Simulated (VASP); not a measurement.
Wanted: the native input for a VASP 6.6.1 run.

```yaml
Task: single point
Functional: PBE
Potentials_or_basis: VASP PAW PBE potentials, release 64 (Sn_d, Ti_sv)
Cutoff: 500 eV
k_mesh: 9 × 9 × 4
Occupations: gaussian, width 0.1 eV
Spin: no spin polarisation
Dipole_correction: no
Further_INCAR_settings: ALGO = Normal; EDIFF = 1e-06; NBANDS = 20
```

The structure of TiSn (alt) lies in POSCAR:

```
TiSn
1.0
    3.1591485410      0.0000000000      0.0000000000
   -1.5795742705      2.7359028909      0.0000000000
    0.0000000000      0.0000000000      4.6347282135
Sn Ti
1 1
Direct
    0.3333333333      0.6666666667      0.2500000000
    0.6666666667      0.3333333333      0.7500000000
```

The input as run:

INCAR

```
SYSTEM = TiSn
PREC = Accurate
ENCUT = 500
EDIFF = 1E-6
ISMEAR = 0
SIGMA = 0.1
LREAL = .FALSE.
LASPH = .TRUE.
NELM = 120
ALGO = Normal
ISIF = 2
LWAVE = .FALSE.
LCHARG = .FALSE.
GGA = PE
NBANDS = 20
GGA_COMPAT = .FALSE.
```

KPOINTS

```
regular mesh
0
G
  9 9 4
  0 0 0
```

Potentials or basis: VASP PAW PBE potentials, release 64 (Sn_d, Ti_sv).

The run is started by

```bash
$ cat potpaw_PBE.64/Sn_d/POTCAR potpaw_PBE.64/Ti_sv/POTCAR > POTCAR
$ mpirun -np 1 vasp_std > vasp.out
```

Results of the run:

The pressure is 0.0 GPa and the band gap on the k mesh is zero (band 13 reaches 10.31 eV, above the bottom of band 14 at 9.05 eV).

Caveat: spin-orbit coupling is left out, which moves the levels of the heavy elements.

Wall time 15 s on 1 thread of AMD EPYC 9R45 96-Core Processor (Zen 5), with other jobs on the host, peak memory 0.14 GiB.
